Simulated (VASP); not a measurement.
Set up this calculation in VASP 6.6.1, as the native input.

| Item | Value |
| --- | --- |
| Task | single point |
| Functional | PBE |
| Potentials or basis | VASP PAW PBE potentials, release 64 (Sb) |
| Cutoff | 500 eV |
| k mesh | 9 × 9 × 9 |
| Occupations | fermi-dirac, width 0.1 eV |
| Spin | no spin polarisation |
| Dipole correction | no |
| Further INCAR settings | ALGO = Normal; EDIFF = 1e-06; NBANDS = 8 |

The structure of Sb lies in POSCAR:

```
Sb
1.0
   -1.8199306862      1.8199306862      1.8199306862
    1.8199306862     -1.8199306862      1.8199306862
    1.8199306862      1.8199306862     -1.8199306862
Sb
1
Direct
    0.0000000000      0.0000000000      0.0000000000
```

This isn't the form of Sb at room conditions, which is rhombohedral.

These files were run (other wordings do the same):

INCAR

```
SYSTEM = Sb
PREC     = Accurate       ! precision mode
ENCUT    = 500            ! plane-wave cutoff, eV
EDIFF    = 1E-6           ! SCF threshold, eV
ISMEAR   = -1             ! smearing method
SIGMA    = 0.1            ! smearing width, eV
LREAL    = .FALSE.        ! projectors in reciprocal space
LASPH    = .TRUE.         ! aspherical terms in the spheres
NELM     = 120            ! most SCF steps
ALGO     = Normal         ! electronic algorithm
ISIF     = 2              ! what is computed and relaxed
LWAVE    = .FALSE.        ! write WAVECAR
LCHARG   = .FALSE.        ! write CHGCAR
GGA      = PE             ! functional
NBANDS   = 8              ! bands
GGA_COMPAT= .FALSE.
```

KPOINTS

```
regular mesh
0
G
  9 9 9
  0 0 0
```

Potentials or basis: VASP PAW PBE potentials, release 64 (Sb).

Launch:

```bash
$ cat potpaw_PBE.64/Sb/POTCAR > POTCAR
$ mpirun -np 1 vasp_std > vasp.out
```

Results of the run:

The pressure is 9.9 GPa and the band gap on the k mesh is zero (an odd number of electrons rules out a gap without spin polarisation).

Caveat: the cell stands under pressure; spin-orbit coupling is left out, which moves the levels of the heavy elements.

Wall time 4.6 s on 1 thread of Intel(R) Xeon(R) Platinum 8488C (Sapphire Rapids), on a shared host, peak memory 0.13 GiB.
